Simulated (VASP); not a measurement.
# AgCl (P6_3mc) in VASP: notebook

Aim: see how the results for AgCl move with the level of theory and the settings. Levels: PBE, r2SCAN. Tasks: single point.

Everything below comes from runs of VASP 6.6.1. Logs are shortened: lines on timing, memory, paths and dates and some standing lists are left out, and cuts for length are marked.

## 1. The cell of the first run

The typed cell holds 4 atoms: a = 4.520 Å, b = 4.520 Å, c = 5.722 Å, α = 90.00°, β = 90.00°, γ = 120.00°.

## 2. Single point, PBE

INCAR reads:

```
SYSTEM = AgCl
PREC = Accurate
ENCUT = 520
EDIFF = 1E-6
ISMEAR = 0
SIGMA = 0.01
LREAL = .FALSE.
LASPH = .TRUE.
NELM = 80
ALGO = Normal
ISIF = 2
LWAVE = .FALSE.
LCHARG = .FALSE.
GGA = PE
NBANDS = 26
```

KPOINTS reads:

```
Automatic mesh
0
G
  6 6 4
  0 0 0
```

POSCAR reads:

```
AgCl
1.0
    4.5197423908      0.0000000000      0.0000000000
   -2.2598711954      3.9142117290      0.0000000000
    0.0000000000      0.0000000000      5.7224980680
Ag Cl
2 2
Direct
    0.3333333333      0.6666666667     -0.0622203148
    0.6666666667      0.3333333333      0.4377796852
    0.3333333333      0.6666666667      0.4372203148
    0.6666666667      0.3333333333      0.9372203148
```

Potentials or basis: VASP PAW PBE potentials, release 64 (Ag, Cl).

The run is started by

```
> cat potpaw_PBE.64/Ag/POTCAR potpaw_PBE.64/Cl/POTCAR > POTCAR
> mpirun -np 1 vasp_std > vasp.out
```

OUTCAR:

```text
SYSTEM = AgCl
   PREC = Accurate
   ENCUT = 520
   EDIFF = 1E-6
   ISMEAR = 0
   LREAL = .FALSE.
   LASPH = .TRUE.
   NELM = 80
   ISIF = 2
   GGA = PE

 ion  position               nearest neighbor table
   1  0.333  0.667  0.938-   4 2.61   4 2.61   4 2.61   3 2.86   3 2.86
   2  0.667  0.333  0.438-   3 2.61   3 2.61   3 2.61   4 2.86   4 2.86
   3  0.333  0.667  0.437-   2 2.61   2 2.61   2 2.61   1 2.86   1 2.86
   4  0.667  0.333  0.937-   1 2.61   1 2.61   1 2.61   2 2.86   2 2.86

  LATTYP: Found a hexagonal cell.
 ALAT       =     4.5197423908
 C/A-ratio  =     1.2661115553

  Lattice vectors:

 A1 = (   4.5197423908,   0.0000000000,   0.0000000000)
 A2 = (  -2.2598711954,   3.9142117290,   0.0000000000)
 A3 = (   0.0000000000,   0.0000000000,   5.7224980680)

Analysis of symmetry for initial positions (statically):
=====================================================================
 Subroutine PRICEL returns:
 Original cell was already a primitive cell.

 Routine SETGRP: Setting up the symmetry group for a
 hexagonal supercell.

 Subroutine GETGRP returns: Found 12 space group operations
 (whereof  6 operations were pure point group operations)
 out of a pool of 24 trial point group operations.

The static configuration has the point symmetry C_3v.
 The point group associated with its full space group is C_6v.

Analysis of symmetry for dynamics (positions and initial velocities):
=====================================================================
 Subroutine PRICEL returns:
 Original cell was already a primitive cell.

 Routine SETGRP: Setting up the symmetry group for a
 hexagonal supercell.

 Subroutine GETGRP returns: Found 12 space group operations
 (whereof  6 operations were pure point group operations)
 out of a pool of 24 trial point group operations.

The dynamic configuration has the point symmetry C_3v.
 The point group associated with its full space group is C_6v.

 Subroutine INISYM returns: Found 12 space group operations
 (whereof  6 operations are pure point group operations),
 and found     1 'primitive' translations

----------------------------------------------------------------------------------------

                                     Primitive cell

  volume of cell :     101.2380

  direct lattice vectors                    reciprocal lattice vectors
     4.519742391  0.000000000  0.000000000     0.221251548  0.127739641  0.000000000
    -2.259871195  3.914211729  0.000000000     0.000000000  0.255479281  0.000000000
     0.000000000  0.000000000  5.722498068     0.000000000  0.000000000  0.174748858

  length of vectors
     4.519742391  4.519742391  5.722498068     0.255479281  0.255479281  0.174748858

  position of ions in fractional coordinates (direct lattice)
     0.333333333  0.666666667  0.937779685
     0.666666667  0.333333333  0.437779685
     0.333333333  0.666666667  0.437220315
     0.666666667  0.333333333  0.937220315

  ion indices of the primitive-cell ions
   primitive index   ion index
                 1           1
                 2           2
                 3           3
                 4           4

----------------------------------------------------------------------------------------

 KPOINTS: Automatic mesh

Automatic generation of k-mesh.
 Grid dimensions read from file:
 generate k-points for:    6    6    4

 Generating k-lattice:

  Cartesian coordinates                     Fractional coordinates (reciprocal lattice)
     0.036875258  0.021289940  0.000000000     0.166666667  0.000000000  0.000000000
     0.000000000  0.042579880  0.000000000     0.000000000  0.166666667  0.000000000
     0.000000000  0.000000000  0.043687214     0.000000000  0.000000000  0.250000000

  Length of vectors
     0.042579880  0.042579880  0.043687214

  Shift w.r.t. Gamma in fractional coordinates (k-lattice)
     0.000000000  0.000000000  0.000000000

 Subroutine IBZKPT returns following result:
 ===========================================

 Found     21 irreducible k-points:

 Following reciprocal coordinates:
            Coordinates               Weight
  0.000000  0.000000  0.000000      1.000000
  0.166667  0.000000  0.000000      6.000000
  0.333333  0.000000  0.000000      6.000000
  0.500000  0.000000  0.000000      3.000000
  0.166667  0.166667  0.000000      6.000000
  0.333333  0.166667  0.000000     12.000000
[... 13 lines left out ...]
  0.333333  0.166667  0.500000     12.000000
  0.333333  0.333333  0.500000      2.000000
   k-points           NKPTS =     21   k-points in BZ     NKDIM =     21   number of bands    NBANDS=     26
   number of dos      NEDOS =    301   number of ions     NIONS =      4
   total plane-waves  NPLWV =  62208
   dimension x,y,z NGX =    36 NGY =   36 NGZ =   48
   dimension x,y,z NGXF=    72 NGYF=   72 NGZF=   96
   ions per type =               2   2
   NGX,Y,Z   is equivalent  to a cutoff of  13.24, 13.24, 13.94 a.u.
   NGXF,Y,Z  is equivalent  to a cutoff of  26.48, 26.48, 27.89 a.u.
 SYSTEM =  AgCl
   PREC   = accura    normal or accurate (medium, high low for compatibility)
   ISTART =      0    job   : 0-new  1-cont  2-samecut
   ICHARG =      2    charge: 1-file 2-atom 10-const
   ISPIN  =      1    spin polarized calculation?
   LNONCOLLINEAR =      F non collinear calculations
   LSORBIT =      F    spin-orbit coupling
   LASPH  =      T    aspherical Exc in radial PAW
   ENCUT  =  520.0 eV  38.22 Ry    6.18 a.u.   8.40  8.40 10.64*2*pi/ulx,y,z
   NELM   =     80;   NELMIN=  2; NELMDL= -5     # of ELM steps
   EDIFF  = 0.1E-05   stopping-criterion for ELM
   LREAL  =      F    real-space projection
[... 7 lines left out ...]
   TEBEG  =    0.0;   TEEND  =   0.0 temperature during run
   PSTRESS=    0.0 pullay stress
   NELECT =      36.0000    total number of electrons
   NUPDOWN=      -1.0000    fix difference up-down
   EMIN   =  10.00;   EMAX   =-10.00  energy-range for DOS
   EFERMI =   0.00;   METHOD = LEGACY
   ISMEAR =     0;   SIGMA  =   0.01  broadening in eV -4-tet -1-fermi 0-gaus
   EFERMI_NEDOS =   21; number of points for ismear=-14 and -15
   IALGO  =     38    algorithm
   IMIX   =      4    mixing-type and parameters
     AMIX     =   0.40;   BMIX     =  1.00
     AMIX_MAG =   1.60;   BMIX_MAG =  1.00
  volume/ion in A,a.u.               =      25.31       170.80
  Fermi-wavevector in a.u.,A,eV,Ry     =   1.159830  2.191761 18.302643  1.345206
  Thomas-Fermi vector in A             =   2.296419
   LORBIT       =      0    0 simple, 1 ext, 2 COOP (PROOUT), +10 PAW based schemes
   GGA     = PE    functional components
   LHFCALC =     F    Hartree Fock is set to
   AEXX    =    0.0000 exact exchange contribution
   IVDW    =     0    specifies the selected vdW correction
   LEPSILON=     F    determine dielectric tensor
   LRPA    =     F    only Hartree local field effects (RPA)
 non-spin polarized calculation
 Gauss-broadening in eV      SIGMA  =   0.01
  energy-cutoff  :      520.00
  volume of cell :      101.24
 maximum number of plane-waves:      2763
 NGX is ok and might be reduce to    36
   NGX = 17   NGY = 17   NGZ = 21

 number of electron      35.9999990 magnetization

 Free energy of the ion-electron system (eV)
  ---------------------------------------------------
  ext. energy  EPLUGINS =         0.00000000
  ---------------------------------------------------
  free energy    TOTEN  =       -10.84386793 eV

  energy without entropy =      -10.84386793  energy(sigma->0) =      -10.84386793

 E-fermi :   2.1919     XC(G=0):  -8.8403

 val. band max:        2.1134692196   @ k =   0.3333   0.3333   0.5000
 cond. band min:       3.4769344823   @ k =   0.0000   0.0000   0.0000
 fundamental gap:      1.3634652627
 Fermi energy:         2.1919346788

 k-point     1 :       0.0000    0.0000    0.0000
  band No.  band energies     occupation
      1     -12.6889      2.00000
      2     -12.3119      2.00000
      3      -2.0272      2.00000
      4      -2.0272      2.00000
      5      -1.8075      2.00000
      6      -1.8075      2.00000
[... 18 lines left out ...]
     25      10.5717      0.00000
     26      12.7375      0.00000

 k-point     2 :       0.1667    0.0000    0.0000
  band No.  band energies     occupation
      1     -12.6461      2.00000
      2     -12.3124      2.00000
      3      -2.0427      2.00000
      4      -1.9559      2.00000
      5      -1.8409      2.00000
      6      -1.6752      2.00000
[... 18 lines left out ...]
     25      11.0208      0.00000
     26      12.1407      0.00000

 k-point     3 :       0.3333    0.0000    0.0000
  band No.  band energies     occupation
      1     -12.5464      2.00000
      2     -12.3270      2.00000
      3      -2.0958      2.00000
      4      -1.7983      2.00000
      5      -1.7775      2.00000
      6      -1.5424      2.00000
[... 18 lines left out ...]
     25      11.4213      0.00000
     26      12.1733      0.00000

 k-point     4 :       0.5000    0.0000    0.0000
  band No.  band energies     occupation
      1     -12.4778      2.00000
      2     -12.3527      2.00000
      3      -2.1220      2.00000
      4      -1.7183      2.00000
      5      -1.6658      2.00000
      6      -1.4022      2.00000
[... 18 lines left out ...]
     25      12.0613      0.00000
     26      12.3063      0.00000

 k-point     5 :       0.1667    0.1667    0.0000
  band No.  band energies     occupation
      1     -12.5741      2.00000
      2     -12.3207      2.00000
      3      -2.0115      2.00000
      4      -1.9499      2.00000
      5      -1.7732      2.00000
      6      -1.5844      2.00000
[... 18 lines left out ...]
     25      11.4195      0.00000
     26      11.7308      0.00000

 k-point     6 :       0.3333    0.1667    0.0000
  band No.  band energies     occupation
      1     -12.4786      2.00000
      2     -12.3521      2.00000
      3      -2.0203      2.00000
      4      -1.8126      2.00000
      5      -1.6760      2.00000
      6      -1.4234      2.00000
[... 340 lines left out ...]
 k-point    18 :       0.5000    0.0000    0.5000
  band No.  band energies     occupation
      1     -12.3929      2.00000
      2     -12.3929      2.00000
      3      -2.3491      2.00000
      4      -2.3491      2.00000
      5      -1.5799      2.00000
      6      -1.5799      2.00000
[... 18 lines left out ...]
     25      11.4609      0.00000
     26      11.4609      0.00000

 k-point    19 :       0.1667    0.1667    0.5000
  band No.  band energies     occupation
      1     -12.4278      2.00000
      2     -12.4278      2.00000
      3      -2.2524      2.00000
      4      -2.2524      2.00000
      5      -1.7171      2.00000
      6      -1.7171      2.00000
[... 18 lines left out ...]
     25      10.6789      0.00000
     26      10.6789      0.00000

 k-point    20 :       0.3333    0.1667    0.5000
  band No.  band energies     occupation
      1     -12.3930      2.00000
      2     -12.3930      2.00000
      3      -2.3224      2.00000
      4      -2.3224      2.00000
      5      -1.5783      2.00000
      6      -1.5783      2.00000
[... 18 lines left out ...]
     25      11.3285      0.00000
     26      11.3285      0.00000

 k-point    21 :       0.3333    0.3333    0.5000
  band No.  band energies     occupation
      1     -12.3814      2.00000
      2     -12.3814      2.00000
      3      -2.3128      2.00000
      4      -2.3128      2.00000
      5      -1.5476      2.00000
      6      -1.5476      2.00000
[... 18 lines left out ...]
     25      11.4481      0.00000
     26      11.4481      0.00000

------------------------ aborting loop because EDIFF is reached ----------------------------------------

  FORCE on cell =-STRESS in cart. coord.  units (eV):
  Direction    XX          YY          ZZ          XY          YZ          ZX
  --------------------------------------------------------------------------------------
  -------------------------------------------------------------------------------------
  Total        0.6102078      0.6102078      0.8979426     -0.0000000     -0.0000000      0.0000000
  in kB        9.6570543      9.6570543     14.2107019     -0.0000000     -0.0000000      0.0000000
  external PRESSURE =      11.1749368 kB  Pullay stress =       0.0000000 kB

 VOLUME and BASIS-vectors are now :
 -----------------------------------------------------------------------------
  energy-cutoff  :      520.00
  volume of cell :      101.24
      direct lattice vectors                 reciprocal lattice vectors
     4.519742391  0.000000000  0.000000000     0.221251548  0.127739641  0.000000000
    -2.259871195  3.914211729  0.000000000     0.000000000  0.255479281  0.000000000
     0.000000000  0.000000000  5.722498068     0.000000000  0.000000000  0.174748858

 POSITION                                       TOTAL-FORCE (eV/Angst)
 -----------------------------------------------------------------------------------
     -0.00000      2.60947      5.36644        -0.000000     -0.000000     -0.001613
      2.25987      1.30474      2.50519         0.000000     -0.000000     -0.001613
     -0.00000      2.60947      2.50199         0.000000     -0.000000      0.001613
      2.25987      1.30474      5.36324        -0.000000      0.000000      0.001613
 -----------------------------------------------------------------------------------
    total drift:                               -0.000000      0.000000      0.000096

  FREE ENERGIE OF THE ION-ELECTRON SYSTEM (eV)
  ---------------------------------------------------
  free  energy   TOTEN  =       -10.8438679274 eV

  energy  without entropy=      -10.8438679274  energy(sigma->0) =      -10.84386793
```

Run time: 68 s. Hardware: 1 thread of Oxide Virtual Turin-like, shared host; peak memory 0.21 GiB.

Results:

| Property | Result |
| --- | --- |
| Free energy | -10.8439 eV |
| Pressure | 1.1 GPa |
| Band gap on the k mesh | 1.36 eV (least direct gap 1.39 eV) |

Stress tensor (GPa, compression positive):
```
0.97 0.00 0.00
0.00 0.97 0.00
0.00 0.00 1.42
```

Levels at points of the mesh, in eV from the valence-band top:
```csv
k point,band 15,band 16,band 17,band 18,band 19,band 20,band 21,band 22
"(0.00, 0.00, 0.00)",-0.32,-0.32,-0.03,-0.03,1.36,3.04,7.45,7.45
"(0.50, 0.00, 0.00)",-1.42,-1.39,-1.39,-1.01,4.02,4.39,6.15,7.54
"(0.00, 0.00, 0.50)",-0.13,-0.13,-0.13,-0.13,3.46,3.46,7.34,7.34
"(0.50, 0.00, 0.50)",-1.12,-1.12,-0.13,-0.13,4.82,4.82,6.27,6.27
```

Caveat: the structure was generated, so it needn't be the stable form of AgCl. A k mesh can miss the band edges.

## 3. Single point, PBE

INCAR reads:

```
  PREC = Accurate
  ENCUT = 520
  EDIFF = 1E-6
  ISMEAR = 0
  SIGMA = 0.01
  LREAL = F
  LASPH = T
  NELM = 60
  ALGO = Normal
  ISIF = 2
  LWAVE = F
  LCHARG = F
  GGA = PE
  NBANDS = 26
```

KPOINTS reads:

```
regular mesh
0
Gamma
  6 6 4
```

POSCAR is that of step 2.

Potentials or basis: VASP PAW PBE potentials, release 64 (Ag, Cl).

The run is started by

```
> cat potpaw_PBE.64/Ag/POTCAR potpaw_PBE.64/Cl/POTCAR > POTCAR
> mpirun -np 1 vasp_std > vasp.out
```

Run time: 69 s. Hardware: 1 thread of Oxide Virtual Turin-like, shared host; peak memory 0.22 GiB.

The run converged. Its results:

```
Free energy            : -10.8439 eV
Pressure               : 1.1 GPa
Band gap on the k mesh : 1.36 eV (least direct gap 1.39 eV)
```

Stress tensor (GPa, compression positive):
```
0.97 0.00 0.00
0.00 0.97 0.00
0.00 0.00 1.42
```

Levels at points of the mesh, in eV from the valence-band top:
| k point | band 14 | band 15 | band 16 | band 17 | band 18 | band 19 | band 20 | band 21 | band 22 | band 23 |
| --- | --- | --- | --- | --- | --- | --- | --- | --- | --- | --- |
| (0.00, 0.00, 0.00) | -1.59 | -0.32 | -0.32 | -0.03 | -0.03 | 1.36 | 3.04 | 7.45 | 7.45 | 8.39 |
| (0.50, 0.00, 0.00) | -1.43 | -1.42 | -1.39 | -1.39 | -1.01 | 4.02 | 4.39 | 6.15 | 7.54 | 8.69 |
| (0.00, 0.00, 0.50) | -1.01 | -0.13 | -0.13 | -0.13 | -0.13 | 3.46 | 3.46 | 7.34 | 7.34 | 7.34 |
| (0.50, 0.00, 0.50) | -1.61 | -1.12 | -1.12 | -0.13 | -0.13 | 4.82 | 4.82 | 6.27 | 6.27 | 7.78 |

Caveat: the structure was generated, so it needn't be the stable form of AgCl. A k mesh can miss the band edges.

## 4. Single point, r2SCAN

POSCAR is that of step 3.

INCAR.step1 reads:

```
SYSTEM = AgCl
  PREC = Accurate
  ENCUT = 520
  ISMEAR = 0
  SIGMA = 0.01
  LREAL = .False.
  LASPH = .True.
  NELM = 100
  NBANDS = 26
  GGA = PE
  ALGO = Normal
  EDIFF = 1E-4
  LWAVE = .True.
  LCHARG = .False.
```

INCAR.step2 reads:

```
SYSTEM = AgCl
  PREC = Accurate
  ENCUT = 520
  EDIFF = 1E-6
  ISMEAR = 0
  SIGMA = 0.01
  LREAL = .False.
  LASPH = .True.
  NELM = 100
  ALGO = Normal
  ISIF = 2
  LWAVE = .False.
  LCHARG = .False.
  METAGGA = R2SCAN
  LMIXTAU = .True.
  NBANDS = 26
  ISTART = 1
```

KPOINTS reads:

```
regular mesh
0
Gamma
  6 6 4
  0 0 0
```

The run is started by

```
> cat potpaw_PBE.64/Ag/POTCAR potpaw_PBE.64/Cl/POTCAR > POTCAR
> cp INCAR.step1 INCAR
> mpirun -np 1 vasp_std > vasp.out
> cp INCAR.step2 INCAR
> mpirun -np 1 vasp_std > vasp.out
```

Run time: 5.8 min. Hardware: 1 thread of Oxide Virtual Turin-like, shared host; peak memory 0.24 GiB.

The run converged. Its results:

| Property | Result |
| --- | --- |
| Free energy | -57.1395 eV |
| Pressure | -0.1 GPa |
| Band gap on the k mesh | 1.77 eV (least direct gap 1.78 eV) |

Levels at points of the mesh, in eV from the valence-band top:
```
           k point  band 15  band 16  band 17  band 18  band 19  band 20  band 21  band 22
(0.00, 0.00, 0.00)    -0.30    -0.30    -0.01    -0.01     1.77     3.55     7.95     7.95
(0.50, 0.00, 0.00)    -1.41    -1.40    -1.38    -1.02     4.54     4.87     6.40     7.78
(0.00, 0.00, 0.50)    -0.11    -0.11    -0.11    -0.11     3.84     3.84     7.85     7.85
(0.50, 0.00, 0.50)    -1.12    -1.12    -0.13    -0.13     5.24     5.24     6.77     6.77
```

Caveat: the structure was generated, so it needn't be the stable form of AgCl; the PAW data sets were made with another functional, which shifts forces and pressure a little.

## 5. Single point, PBE, non-collinear spin, zero start, spin-orbit coupling

INCAR reads:

```
SYSTEM = AgCl
ALGO     = Normal         ! electronic algorithm
EDIFF    = 1E-6           ! SCF threshold, eV
ENCUT    = 520            ! plane-wave cutoff, eV
GGA      = PE             ! functional
GGA_COMPAT= .FALSE.      
ISIF     = 2              ! what is computed and relaxed
ISMEAR   = 0              ! smearing method
LASPH    = .TRUE.         ! aspherical terms in the spheres
LCHARG   = .FALSE.        ! write CHGCAR
LMAXMIX  = 4              ! l up to which the mixer works
LORBIT   = 11             ! projections on sites
LORBMOM  = .TRUE.       
LREAL    = .FALSE.        ! projectors in reciprocal space
LSORBIT  = .TRUE.         ! spin-orbit coupling
LWAVE    = .FALSE.        ! write WAVECAR
MAGMOM   = 0 0 0 0 0 0 0 0 0 0 0 0 ! initial moments
NBANDS   = 50             ! bands
NELM     = 150            ! most SCF steps
PREC     = Accurate       ! precision mode
SIGMA    = 0.01           ! smearing width, eV
```

KPOINTS reads:

```
k-points
0
G
  6 6 4
  0 0 0
```

POSCAR is that of step 4.

The run is started by

```
> cat potpaw_PBE.64/Ag/POTCAR potpaw_PBE.64/Cl/POTCAR > POTCAR
> mpirun -np 1 vasp_ncl > vasp.out
```

It took 8.1 min on 1 thread of Oxide Virtual Turin-like, shared host; peak memory 0.54 GiB.

Results (log left out):

```yaml
Free_energy: -10.8861 eV
Pressure: 1.1 GPa
Net_moment: 0.00 μB per cell
Valence_electrons_inside_the_program's_atomic_spheres: Ag 9.74; Cl 5.08
```

Stress tensor (GPa, compression positive):
```
0.94 0.00 0.00
0.00 0.94 0.00
0.00 0.00 1.41
```

Moments on the atoms (μB; x, y, z):
```
Ag  0.00 0.00 0.00
Ag  0.00 0.00 0.00
Cl  0.00 0.00 0.00
Cl  0.00 0.00 0.00
```

Caveat: the structure was generated, so it needn't be the stable form of AgCl.

## 6. Overview

| level | spin | gap on the mesh (eV) | pressure (GPa) |
| --- | --- | --- | --- |
| PBE | off | 1.36 | 1.1 |
| r2SCAN | off | 1.77 | -0.1 |
| PBE | non-collinear, zero start, SOC | - | 1.1 |

Alike in all rows: task single point; potentials or basis VASP PAW PBE potentials, release 64 (Ag, Cl); cell as given; k mesh 6 × 6 × 4; cutoff (eV) 520; smearing gaussian 0.01 eV.

The pressure there spans -0.1 GPa (r2SCAN) to 1.1 GPa (PBE); a positive pressure means that this level wants a larger cell, a negative one a smaller.

Caveats: the structure was generated, so it needn't be the stable form of AgCl; the PAW data sets were made with another functional, which shifts forces and pressure a little (at least some runs).

Total energies depend on the potentials used, so only differences within one code and one set of settings carry meaning.
